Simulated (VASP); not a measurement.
Wanted: the native input for a VASP 6.6.1 run.

```
Task                   : single point
Functional             : PBE
Potentials or basis    : VASP PAW PBE potentials, release 64 (Pb_d, Se)
Cutoff                 : 520 eV
k mesh                 : 9 × 9 × 9
Occupations            : fermi-dirac, width 0.01 eV
Spin                   : no spin polarisation
Dipole correction      : no
Further INCAR settings : ALGO = Normal; EDIFF = 1e-07; NBANDS = 17
```

The structure of PbSe lies in POSCAR:

```
PbSe
1.0
    0.0000000000      3.0315285000      3.0621500000
    3.0315285000      0.0000000000      3.0621500000
    3.0315285000      3.0315285000      0.0000000000
Pb Se
1 1
Direct
    0.0000000000      0.0000000000      0.0000000000
    0.5000000000      0.5000000000      0.5000000000
```

This cell differs from its parent crystal: equal xx and yy strain of -1 %.

These files were run (other wordings do the same):

INCAR

```
  PREC = Accurate
  ENCUT = 520
  EDIFF = 1E-7
  ISMEAR = -1
  SIGMA = 0.01
  LREAL = F
  LASPH = T
  NELM = 60
  ALGO = Normal
  ISIF = 2
  LWAVE = F
  LCHARG = F
  GGA = PE
  NBANDS = 17
```

KPOINTS

```
Automatic mesh
0
Gamma
  9 9 9
```

Potentials or basis: VASP PAW PBE potentials, release 64 (Pb_d, Se).

Launch:

```sh
$ cat potpaw_PBE.64/Pb_d/POTCAR potpaw_PBE.64/Se/POTCAR > POTCAR
$ mpirun -np 1 vasp_std > vasp.out
```

It gave:

The pressure is 3.5 GPa and the band gap on the k mesh is 0.67 eV.

Caveat: the cell differs from its parent crystal (equal xx and yy strain of -1 %); the cell stands under pressure; spin-orbit coupling is left out, which moves the levels of the heavy elements.

Run time: 110 s on 1 thread of AMD EPYC 7R13, on a shared host, peak memory 0.19 GiB.
